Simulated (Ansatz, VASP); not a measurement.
**LiCl in VASP and in Ansatz**

```
Li Cl
1.0
     0.00000    2.67156    2.67156
     2.67156    0.00000    2.67156
     2.67156    2.67156    0.00000
Li Cl
1 1
Cartesian
  0.0000 0.0000 0.0000
  2.6716 2.6716 2.6716
```

Change from the starting cell: hydrostatic strain +4.5%.

Alike in both runs: task single point; functional PBE; k mesh 8 × 8 × 8; occupations fermi-dirac, width 0.02 eV; no spin polarisation.

```csv
,VASP,Ansatz
version,VASP 6.6.1,Ansatz 0.2.0
potentials or method,"VASP PAW PBE potentials, release 64 (Li_sv, Cl)","plane waves, PAW"
plane-wave cutoff (eV),520,420
valence electrons in the cell,10,10
```

Ansatz gave:

```
gap on the k mesh at the Fermi level (eV) : 5.69
```

**Question.** Which values does VASP return?

**Answer.** gap on the k mesh at the Fermi level (eV): 5.70.

Noted on VASP's run: the cutoff is short for stress, so the pressure is rough.
